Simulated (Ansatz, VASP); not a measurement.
Mg: VASP beside Ansatz

The input INCAR:

```
SYSTEM = Mg
PREC     = Accurate       ! precision mode
ENCUT    = 520            ! plane-wave cutoff, eV
EDIFF    = 1E-6           ! SCF threshold, eV
ISMEAR   = -1             ! smearing method
SIGMA    = 0.1            ! smearing width, eV
LREAL    = .FALSE.        ! projectors in reciprocal space
LASPH    = .TRUE.         ! aspherical terms in the spheres
NELM     = 60             ! most SCF steps
ALGO     = Normal         ! electronic algorithm
ISIF     = 2              ! what is computed and relaxed
LWAVE    = .FALSE.        ! write WAVECAR
LCHARG   = .FALSE.        ! write CHGCAR
GGA      = PE             ! functional
NBANDS   = 9              ! bands
```

The input KPOINTS:

```
Automatic mesh
0
G
  15 15 8
  0 0 0
```

File POSCAR:

```
Mg
1.0
    3.0264262401      0.0000000000      0.0000000000
   -1.5132131201      2.6209620066      0.0000000000
    0.0000000000      0.0000000000      4.8605390216
Mg
2
Direct
    0.3333333333      0.6666666667      0.2500000000
    0.6666666667      0.3333333333      0.7500000000
```

Input for Ansatz:

```yaml
crystal:
  lattice:
    - [3.0264262401, 0.0, 0.0]
    - [-1.5132131201, 2.6209620066, 0.0]
    - [0.0, 0.0, 4.8605390216]
  atoms:
    - { symbol: Mg, position: [0.3333333333, 0.6666666667, 0.25] }
    - { symbol: Mg, position: [0.6666666667, 0.3333333333, 0.75] }
kpoints:
  mp_grid: { grid: [15, 15, 8] }
scf:
  occupations: { method: fermi_dirac, width: 0.1 }
hamiltonian:
  xc: pbe
  pseudopotentials: { kind: all_electron, lapw: { basis_error: 0.001 } }
output:
  forces: true
  stress: true
  eigenvalues: true
  populations: true
```

Change from the starting cell: volume scaled by 0.84, LAPW.

Alike in both runs: task single point; functional PBE; k mesh 15 × 15 × 8; occupations fermi-dirac, width 0.1 eV; no spin polarisation.

|  | VASP | Ansatz |
| --- | --- | --- |
| version | VASP 6.6.1 | Ansatz 0.2.0 |
| potentials or method | VASP PAW PBE potentials, release 64 (Mg), cutoff 520 eV | all-electron LAPW, scalar-relativistic |

Ansatz gave:

```
pressure (GPa) : 8.9
```

Q: What did VASP give for the same quantities?

A: Pressure (GPa): 8.8.

Ansatz ran all-electron here, and VASP with PAW potentials.
